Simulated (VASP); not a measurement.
# TiAl3 (Immm) in VASP: further runs

Runs on TiAl3. Level: PBEsol. Tasks: single point.

All numbers are computed with VASP 6.6.1; they aren't measurements. Logs are shortened: lines on timing, memory, paths and dates and some standing lists are left out, and cuts for length are marked.

**1. The cell of the first run**

It takes space group Immm (No. 71, orthorhombic). Conventional cell: a = 3.701 Å, b = 3.816 Å, c = 8.554 Å, α = 90.00°, β = 90.00°, γ = 90.00°. Within 3.5 Å of Ti (site symmetry mmm) lie 12 Al at 2.66 to 2.87 Å. Al (site symmetry mmm) has 4 Ti at 2.66 Å and 8 Al at 2.83 to 2.87 Å within 3.5 Å. Within 3.5 Å of Al (site symmetry mm2) lie 8 Al at 2.66 to 2.87 Å and 4 Ti at 2.83 to 2.87 Å.

**2. Single point, PBEsol (strain -0.0300 x Voigt [0, 1, 0, 0, 0, 0])**

Input file INCAR:

```
PREC = Accurate
ENCUT = 520
EDIFF = 1E-6
ISMEAR = 0
SIGMA = 0.15
LREAL = False
LASPH = True
NELM = 80
ALGO = Fast
ISIF = 2
LWAVE = False
LCHARG = False
GGA = PS
NBANDS = 18
```

Input file KPOINTS:

```
Automatic mesh
0
Gamma
  18 18 18
```

Input file POSCAR:

```
TiAl3
1.0
   -1.9077740733      1.8505408511      4.2769968076
    1.9077740733     -1.8505408511      4.2769968076
    1.9077740733      1.8505408511     -4.2769968076
Ti Al
1 3
Direct
    0.0000000000      0.0000000000      0.0000000000
    0.5000000000      0.5000000000      0.0000000000
    0.7500000000      0.2500000000      0.5000000000
    0.2500000000      0.7500000000      0.5000000000
```

Potentials or basis: VASP PAW PBE potentials, release 64 (Ti_sv, Al).

On the command line:

```sh
cat potpaw_PBE.64/Ti_sv/POTCAR potpaw_PBE.64/Al/POTCAR > POTCAR
mpirun -np 1 vasp_std > vasp.out
```

OUTCAR:

```text
PREC = Accurate
   ENCUT = 520
   EDIFF = 1E-6
   ISMEAR = 0
   LREAL = False
   LASPH = True
   NELM = 80
   ISIF = 2
   GGA = PS

 ion  position               nearest neighbor table
   1  0.000  0.000  0.000-   2 2.66   2 2.66   2 2.66   2 2.66   3 2.83   4 2.83   4 2.83   3 2.83
                             3 2.87   4 2.87   3 2.87   4 2.87
   2  0.500  0.500  0.000-   1 2.66   1 2.66   1 2.66   1 2.66   4 2.83   3 2.83   3 2.83   4 2.83
                             3 2.87   4 2.87   4 2.87   3 2.87
   3  0.750  0.250  0.500-   4 2.66   4 2.66   4 2.66   4 2.66   2 2.83   1 2.83   1 2.83   2 2.83
                             1 2.87   2 2.87   2 2.87   1 2.87
   4  0.250  0.750  0.500-   3 2.66   3 2.66   3 2.66   3 2.66   1 2.83   2 2.83   2 2.83   1 2.83
                             1 2.87   2 2.87   1 2.87   2 2.87

  LATTYP: Found a body centered orthorhombic cell.
 ALAT       =     3.7010817022
 B/A-ratio  =     1.0309278351
 C/A-ratio  =     2.3112144782

  Lattice vectors:

 A1 = (   1.9077740733,  -1.8505408511,  -4.2769968076)
 A2 = (  -1.9077740733,   1.8505408511,  -4.2769968076)
 A3 = (   1.9077740733,   1.8505408511,   4.2769968076)

Analysis of symmetry for initial positions (statically):
=====================================================================
 Subroutine PRICEL returns:
 Original cell was already a primitive cell.

 Routine SETGRP: Setting up the symmetry group for a
 body centered orthorhombic supercell.

 Subroutine GETGRP returns: Found  8 space group operations
 (whereof  8 operations were pure point group operations)
 out of a pool of  8 trial point group operations.

The static configuration has the point symmetry D_2h.

Analysis of symmetry for dynamics (positions and initial velocities):
=====================================================================
 Subroutine PRICEL returns:
 Original cell was already a primitive cell.

 Routine SETGRP: Setting up the symmetry group for a
 body centered orthorhombic supercell.

 Subroutine GETGRP returns: Found  8 space group operations
 (whereof  8 operations were pure point group operations)
 out of a pool of  8 trial point group operations.

The dynamic configuration has the point symmetry D_2h.

 Subroutine INISYM returns: Found  8 space group operations
 (whereof  8 operations are pure point group operations),
 and found     1 'primitive' translations

----------------------------------------------------------------------------------------

                                     Primitive cell

  volume of cell :      60.3983

  direct lattice vectors                    reciprocal lattice vectors
    -1.907774073  1.850540851  4.276996808     0.000000000  0.270191279  0.116904459
     1.907774073 -1.850540851  4.276996808     0.262085541  0.000000000  0.116904459
     1.907774073  1.850540851 -4.276996808     0.262085541  0.270191279  0.000000000

  length of vectors
     5.035554095  5.035554095  5.035554095     0.294397656  0.286976451  0.376420188

  position of ions in fractional coordinates (direct lattice)
     0.000000000  0.000000000  0.000000000
     0.500000000  0.500000000  0.000000000
     0.750000000  0.250000000  0.500000000
     0.250000000  0.750000000  0.500000000

  ion indices of the primitive-cell ions
   primitive index   ion index
                 1           1
                 2           2
                 3           3
                 4           4

----------------------------------------------------------------------------------------

 KPOINTS: Automatic mesh

Automatic generation of k-mesh.
 Grid dimensions read from file:
 generate k-points for:   18   18   18

 Generating k-lattice:

  Cartesian coordinates                     Fractional coordinates (reciprocal lattice)
     0.000000000  0.015010627  0.006494692     0.055555556 -0.000000000  0.000000000
     0.014560308  0.000000000  0.006494692     0.000000000  0.055555556  0.000000000
     0.014560308  0.015010627  0.000000000     0.000000000 -0.000000000  0.055555556

  Length of vectors
     0.016355425  0.015943136  0.020912233

  Shift w.r.t. Gamma in fractional coordinates (k-lattice)
     0.000000000  0.000000000  0.000000000

 Subroutine IBZKPT returns following result:
 ===========================================

 Found    865 irreducible k-points:

 Following reciprocal coordinates:
            Coordinates               Weight
  0.000000  0.000000  0.000000      1.000000
  0.055556  0.000000 -0.000000      4.000000
  0.111111  0.000000 -0.000000      4.000000
  0.166667  0.000000  0.000000      4.000000
  0.222222  0.000000  0.000000      4.000000
  0.277778  0.000000  0.000000      4.000000
[... 16 lines left out ...]
 -0.333333  0.055556  0.000000      8.000000
 -0.277778  0.055556  0.000000      8.000000
 [... further k-points ...]
   k-points           NKPTS =    865   k-points in BZ     NKDIM =    865   number of bands    NBANDS=     18
   number of dos      NEDOS =    301   number of ions     NIONS =      4
   total plane-waves  NPLWV =  64000
   dimension x,y,z NGX =    40 NGY =   40 NGZ =   40
   dimension x,y,z NGXF=    80 NGYF=   80 NGZF=   80
   ions per type =               1   3
   NGX,Y,Z   is equivalent  to a cutoff of  13.21, 13.21, 13.21 a.u.
   NGXF,Y,Z  is equivalent  to a cutoff of  26.41, 26.41, 26.41 a.u.
 SYSTEM =  unknown system
   PREC   = accura    normal or accurate (medium, high low for compatibility)
   ISTART =      0    job   : 0-new  1-cont  2-samecut
   ICHARG =      2    charge: 1-file 2-atom 10-const
   ISPIN  =      1    spin polarized calculation?
   LNONCOLLINEAR =      F non collinear calculations
   LSORBIT =      F    spin-orbit coupling
   LASPH  =      T    aspherical Exc in radial PAW
   ENCUT  =  520.0 eV  38.22 Ry    6.18 a.u.   9.36  9.36  9.36*2*pi/ulx,y,z
   NELM   =     80;   NELMIN=  2; NELMDL= -5     # of ELM steps
   EDIFF  = 0.1E-05   stopping-criterion for ELM
   LREAL  =      F    real-space projection
   EDIFFG = 0.1E-04   stopping-criterion for IOM
   NSW    =      0    number of steps for IOM
   IBRION =     -1    ionic relax: 0-MD 1-quasi-New 2-CG
   NFREE  =      0    steps in history (QN), initial steepest desc. (CG)
   ISIF   =      2    stress and relaxation
   ISYM   =      2    0-nonsym 1-usesym 2-fastsym
   POTIM  = 0.5000    time-step for ionic-motion
   TEBEG  =    0.0;   TEEND  =   0.0 temperature during run
   PSTRESS=    0.0 pullay stress
   NELECT =      21.0000    total number of electrons
   NUPDOWN=      -1.0000    fix difference up-down
   EMIN   =  10.00;   EMAX   =-10.00  energy-range for DOS
   EFERMI =   0.00;   METHOD = LEGACY
   ISMEAR =     0;   SIGMA  =   0.15  broadening in eV -4-tet -1-fermi 0-gaus
   EFERMI_NEDOS =   21; number of points for ismear=-14 and -15
   IALGO  =     68    algorithm
   IMIX   =      4    mixing-type and parameters
     AMIX     =   0.40;   BMIX     =  1.00
     AMIX_MAG =   1.60;   BMIX_MAG =  1.00
  volume/ion in A,a.u.               =      15.10       101.90
  Fermi-wavevector in a.u.,A,eV,Ry     =   1.151171  2.175397 18.030361  1.325194
  Thomas-Fermi vector in A             =   2.287830
   LORBIT       =      0    0 simple, 1 ext, 2 COOP (PROOUT), +10 PAW based schemes
   GGA     = PS    functional components
   LHFCALC =     F    Hartree Fock is set to
   AEXX    =    0.0000 exact exchange contribution
   IVDW    =     0    specifies the selected vdW correction
   LEPSILON=     F    determine dielectric tensor
   LRPA    =     F    only Hartree local field effects (RPA)
 non-spin polarized calculation
 RMM-DIIS sequential band-by-band and
 Gauss-broadening in eV      SIGMA  =   0.15
  energy-cutoff  :      520.00
  volume of cell :       60.40
 maximum number of plane-waves:      1643
 NGX is ok and might be reduce to    40
   NGX = 19   NGY = 19   NGZ = 19

 number of electron      21.0000000 magnetization

 Free energy of the ion-electron system (eV)
  ---------------------------------------------------
  ext. energy  EPLUGINS =         0.00000000
  ---------------------------------------------------
  free energy    TOTEN  =       -22.19895405 eV

  energy without entropy =      -22.18131991  energy(sigma->0) =      -22.19013698

 E-fermi :   8.6481     XC(G=0): -11.0193

 val. band max:        8.6469790563   @ k =   0.2778  -0.1667   0.1667
 cond. band min:       8.6481607840   @ k =  -0.2778  -0.3889   0.1667
 fundamental gap:      0.0011817278
 Fermi energy:         8.6481229334

 k-point     1 :       0.0000    0.0000    0.0000
  band No.  band energies     occupation
      1     -47.4513      2.00000
      2     -23.8930      2.00000
      3     -23.8645      2.00000
      4     -23.8070      2.00000
      5      -1.6586      2.00000
      6       5.6174      2.00000
[... 10 lines left out ...]
     17      12.5597      0.00000
     18      12.7082      0.00000

 k-point     2 :       0.0556    0.0000   -0.0000
  band No.  band energies     occupation
      1     -47.4513      2.00000
      2     -23.8929      2.00000
      3     -23.8658      2.00000
      4     -23.8069      2.00000
      5      -1.6176      2.00000
      6       5.3931      2.00000
[... 10 lines left out ...]
     17      12.5761      0.00000
     18      13.0034      0.00000

 k-point     3 :       0.1111    0.0000   -0.0000
  band No.  band energies     occupation
      1     -47.4511      2.00000
      2     -23.8926      2.00000
      3     -23.8693      2.00000
      4     -23.8067      2.00000
      5      -1.4951      2.00000
      6       5.1108      2.00000
[... 10 lines left out ...]
     17      12.6105      0.00000
     18      13.6811      0.00000

 k-point     4 :       0.1667    0.0000    0.0000
  band No.  band energies     occupation
      1     -47.4508      2.00000
      2     -23.8922      2.00000
      3     -23.8748      2.00000
      4     -23.8064      2.00000
      5      -1.2921      2.00000
      6       4.8398      2.00000
[... 10 lines left out ...]
     17      12.7184      0.00000
     18      14.4706      0.00000

 k-point     5 :       0.2222    0.0000    0.0000
  band No.  band energies     occupation
      1     -47.4504      2.00000
      2     -23.8918      2.00000
      3     -23.8816      2.00000
      4     -23.8060      2.00000
      5      -1.0108      2.00000
      6       4.5366      2.00000
[... 10 lines left out ...]
     17      12.9910      0.00000
     18      14.6185      0.00000

 k-point     6 :       0.2778    0.0000    0.0000
  band No.  band energies     occupation
      1     -47.4500      2.00000
      2     -23.8912      2.00000
      3     -23.8888      2.00000
      4     -23.8055      2.00000
      5      -0.6538      2.00000
      6       4.0990      2.00000
[... 10 lines left out ...]
     17      13.4309      0.00000
     18      14.3363      0.00000

 k-point     7 :       0.3333    0.0000   -0.0000
  band No.  band energies     occupation
      1     -47.4497      2.00000
      2     -23.8955      2.00000
      3     -23.8907      2.00000
      4     -23.8051      2.00000
      5      -0.2250      2.00000
      6       3.4932      2.00000
[... 10 lines left out ...]
     17      13.7136      0.00000
     18      14.1177      0.00000

 k-point     8 :       0.3889   -0.0000    0.0000
  band No.  band energies     occupation
      1     -47.4494      2.00000
      2     -23.9010      2.00000
      3     -23.8904      2.00000
      4     -23.8048      2.00000
      5       0.2704      2.00000
      6       2.8128      2.00000
[... 10 lines left out ...]
     17      13.4700      0.00000
     18      14.7023      0.00000
[... 229 lines left out ...]
     17      13.6187      0.00000
     18      14.7668      0.00000

 k-point    20 :       0.5000    0.0556   -0.0000
  band No.  band energies     occupation
      1     -47.4491      2.00000
      2     -23.9057      2.00000
      3     -23.8909      2.00000
      4     -23.8044      2.00000
      5       1.3106      2.00000
      6       1.6648      2.00000
[... 10 lines left out ...]
     17      13.5250      0.00000
     18      14.6759      0.00000

 k-point    21 :      -0.4444    0.0556    0.0000
  band No.  band energies     occupation
      1     -47.4492      2.00000
      2     -23.9044      2.00000
      3     -23.8909      2.00000
      4     -23.8045      2.00000
      5       0.7708      2.00000
      6       2.2605      2.00000
[... 10 lines left out ...]
     17      13.5733      0.00000
     18      14.7390      0.00000

 k-point    22 :      -0.3889    0.0556   -0.0000
  band No.  band energies     occupation
      1     -47.4493      2.00000
      2     -23.9008      2.00000
      3     -23.8912      2.00000
      4     -23.8046      2.00000
      5       0.2262      2.00000
      6       2.9451      2.00000
[... 10 lines left out ...]
     17      13.7213      0.00000
     18      14.2048      0.00000

 k-point    23 :      -0.3333    0.0556    0.0000
  band No.  band energies     occupation
      1     -47.4496      2.00000
      2     -23.8954      2.00000
      3     -23.8916      2.00000
      4     -23.8049      2.00000
      5      -0.2593      2.00000
      6       3.6354      2.00000
[... 10 lines left out ...]
     17      13.5615      0.00000
     18      13.9206      0.00000

 k-point    24 :      -0.2778    0.0556    0.0000
  band No.  band energies     occupation
      1     -47.4500      2.00000
      2     -23.8921      2.00000
      3     -23.8886      2.00000
      4     -23.8053      2.00000
      5      -0.6771      2.00000
      6       4.2767      2.00000
[... 10 lines left out ...]
     17      13.1451      0.00000
     18      13.9709      0.00000

 [... further k-points ...]
[... 5 lines left out ...]
  --------------------------------------------------------------------------------------
  -------------------------------------------------------------------------------------
  Total        1.2070179      2.4567448      0.6109298      0.0000000      0.0000000      0.0000000
  in kB       32.0184098     65.1697561     16.2060574      0.0000000      0.0000000      0.0000000
  external PRESSURE =      37.7980744 kB  Pullay stress =       0.0000000 kB

 VOLUME and BASIS-vectors are now :
 -----------------------------------------------------------------------------
  energy-cutoff  :      520.00
  volume of cell :       60.40
      direct lattice vectors                 reciprocal lattice vectors
    -1.907774073  1.850540851  4.276996808     0.000000000  0.270191279  0.116904459
     1.907774073 -1.850540851  4.276996808     0.262085541  0.000000000  0.116904459
     1.907774073  1.850540851 -4.276996808     0.262085541  0.270191279  0.000000000

 POSITION                                       TOTAL-FORCE (eV/Angst)
 -----------------------------------------------------------------------------------
      0.00000      0.00000      0.00000        -0.000000      0.000000     -0.000000
      0.00000      0.00000      4.27700        -0.000000      0.000000     -0.000000
     -0.00000      1.85054      2.13850         0.000000      0.000000     -0.019954
      1.90777     -0.00000      2.13850        -0.000000     -0.000000      0.019954
 -----------------------------------------------------------------------------------
    total drift:                               -0.000000     -0.000000     -0.000000

  FREE ENERGIE OF THE ION-ELECTRON SYSTEM (eV)
  ---------------------------------------------------
  free  energy   TOTEN  =       -22.1989540537 eV

  energy  without entropy=      -22.1813199083  energy(sigma->0) =      -22.19013698
```

Wall time 48 min (1 thread of Intel Xeon Platinum 8259CL at 2.50GHz (Skylake/Cascade Lake), shared host); peak memory 0.95 GiB.

Results:

```
Free energy   : -22.1990 eV
Pressure      : 3.8 GPa
Largest force : 0.020 eV/Å
```

Forces on the atoms (eV/Å):
```
Ti   0.000  0.000  0.000
Al   0.000  0.000  0.000
Al   0.000  0.000 -0.020
Al   0.000  0.000  0.020
```

Stress tensor (GPa, compression positive):
```
3.20 0.00 0.00
0.00 6.52 0.00
0.00 0.00 1.62
```

Levels at points of the mesh, in eV from the Fermi level:
```csv
k point,band 7,band 8,band 9,band 10,band 11,band 12,band 13,band 14,band 15,band 16
"(0.00, 0.00, 0.00)",-2.80,-1.48,-1.41,-1.02,0.90,1.67,2.11,2.16,2.93,3.89
"(0.50, 0.00, 0.00)",-3.72,-2.93,-1.18,-0.36,0.49,2.03,2.09,2.79,3.16,4.61
"(0.00, 0.50, 0.00)",-3.75,-3.09,-0.89,-0.32,0.62,1.79,2.44,2.86,3.47,4.69
"(0.50, 0.50, 0.00)",-4.42,-3.88,-2.69,-2.27,-1.07,1.82,2.16,2.66,2.93,3.26
"(0.50, 0.50, 0.50)",-2.03,-1.09,-0.54,-0.27,0.66,0.80,1.02,3.09,5.14,5.99
```

Caveat: the cell differs from its parent crystal (strain -0.0300 x Voigt [0, 1, 0, 0, 0, 0]); the PAW data sets were made with another functional, which shifts forces and pressure a little.

**3. Single point, PBEsol (strain -0.0200 x Voigt [0, 1, 0, 0, 0, 0])**

Input file INCAR:

```
SYSTEM = TiAl3
PREC = Accurate
ENCUT = 520
EDIFF = 1E-6
ISMEAR = 0
SIGMA = 0.15
LREAL = .False.
LASPH = .True.
NELM = 60
ALGO = Fast
ISIF = 2
LWAVE = .False.
LCHARG = .True.
GGA = PS
LELF = .True.
LVHAR = .True.
NBANDS = 18
```

Input file KPOINTS:

```
Automatic mesh
0
Gamma
  18 18 18
  0 0 0
```

Input file POSCAR:

```
TiAl3
1.0
   -1.9077740733      1.8696185918      4.2769968076
    1.9077740733     -1.8696185918      4.2769968076
    1.9077740733      1.8696185918     -4.2769968076
Ti Al
1 3
Direct
    0.0000000000      0.0000000000      0.0000000000
    0.5000000000      0.5000000000      0.0000000000
    0.7500000000      0.2500000000      0.5000000000
    0.2500000000      0.7500000000      0.5000000000
```

Potentials or basis: VASP PAW PBE potentials, release 64 (Ti_sv, Al).

On the command line:

```sh
cat potpaw_PBE.64/Ti_sv/POTCAR potpaw_PBE.64/Al/POTCAR > POTCAR
mpirun -np 1 vasp_std > vasp.out
```

Run time: 24 min. Hardware: 1 thread of Intel Xeon 6975P-C (Granite Rapids), shared host; peak memory 0.96 GiB.

The run converged. Its results:

| Quantity | Value |
| --- | --- |
| Free energy | -22.2202 eV |
| Pressure | 2.5 GPa |
| Largest force | 0.013 eV/Å |

Forces on the atoms (eV/Å):
```
Ti   0.000  0.000  0.000
Al   0.000  0.000  0.000
Al   0.000  0.000 -0.013
Al   0.000  0.000  0.013
```

Stress tensor (GPa, compression positive):
```
2.11 0.00 0.00
0.00 4.33 0.00
0.00 0.00 1.05
```

Levels at points of the mesh, in eV from the Fermi level:
```csv
k point,band 8,band 9,band 10,band 11,band 12,band 13,band 14,band 15
"(0.00, 0.00, 0.00)",-1.46,-1.35,-1.09,0.88,1.70,2.03,2.16,2.77
"(0.50, 0.00, 0.00)",-2.94,-1.14,-0.33,0.50,2.00,2.06,2.77,3.17
"(0.00, 0.50, 0.00)",-3.04,-0.95,-0.30,0.58,1.80,2.32,2.82,3.39
"(0.50, 0.50, 0.00)",-3.84,-2.70,-2.25,-1.05,1.82,2.08,2.67,2.91
"(0.50, 0.50, 0.50)",-1.02,-0.67,-0.26,0.68,0.77,1.00,3.09,5.03
```

Caveat: the cell differs from its parent crystal (strain -0.0200 x Voigt [0, 1, 0, 0, 0, 0]); the PAW data sets were made with another functional, which shifts forces and pressure a little.
